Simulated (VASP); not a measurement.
# Au: relaxation of cell and atoms with PBE

Au:

```
Au
1.0
     2.80907    0.00000    0.00000
    -1.40453    2.43272    0.00000
     0.00000    0.00000    2.83210
Au
1
Direct
  0.00000 0.00000 0.50000
```

The cell was built from a structure type or drawn by symmetry, and may not be a known phase.

| Quantity | Value |
| --- | --- |
| Program | VASP 6.6.1 |
| Task | relaxation of cell and atoms |
| Functional | PBE |
| Potentials or basis | VASP PAW PBE potentials, release 64 (Au) |
| Cutoff | 600 eV |
| k mesh | 24 × 24 × 20 |
| Occupations | gaussian, width 0.1 eV |
| Spin | no spin polarisation |
| Dipole correction | no |
| Further INCAR settings | ALGO = Fast; EDIFF = 1e-06; IBRION = 2; EDIFFG = -0.01; NSW = 100; ISIF = 3 |

* Relaxed volume: 19.34 Å³/atom
* Relaxed cell: a = 2.822 Å, b = 2.822 Å, c = 2.803 Å, α = 90.00°, β = 90.00°, γ = 120.00°
* Space group after relaxing (to 0.1 Å): P6/mmm (No. 191)
* Energy gained by relaxing: 1.7 meV/atom
* Ionic steps: 5
* Pressure after relaxing: 0.0 GPa
* Band gap on the k mesh: zero (an odd number of electrons rules out a gap without spin polarisation)

Step by step:
| step | energy change (eV) | largest force (eV/Å) | pressure (GPa) | volume (Å³) |
| --- | --- | --- | --- | --- |
| 1 | 0.0000 | 0.0000 | 0.32 | 19.35 |
| 2 | -0.0014 | 0.0000 | -0.76 | 19.46 |
| 3 | -0.0015 | 0.0000 | -0.52 | 19.43 |
| 4 | -0.0016 | 0.0000 | 0.33 | 19.28 |
| 5 | -0.0017 | 0.0000 | -0.03 | 19.34 |

Final structure:
```
CELL_PARAMETERS angstrom
2.82243 0.00000 0.00000
-1.41122 2.44430 0.00000
0.00000 0.00000 2.80293
ATOMIC_POSITIONS crystal
Au 0.00000 0.00000 0.50000
```

Levels at points of the mesh, in eV from the Fermi level:
```tsv
k point	band 4	band 5	band 6	band 7	band 8	band 9
(0.00, 0.00, 0.00)	-4.12	-1.70	-1.70	12.34	15.38	19.08
(0.50, 0.00, 0.00)	-2.06	-1.27	-0.16	3.04	12.13	16.64
(0.00, 0.00, 0.50)	-2.82	-2.82	-1.14	1.28	17.69	20.19
(0.50, 0.00, 0.50)	-1.17	-0.81	3.81	4.71	7.52	12.52
```

It took 2.1 min on 1 thread of Intel(R) Xeon(R) Platinum 8488C (Sapphire Rapids) (shared host), peak memory 0.28 GiB.

Caveat: spin-orbit coupling is left out, which moves the levels of the heavy elements.
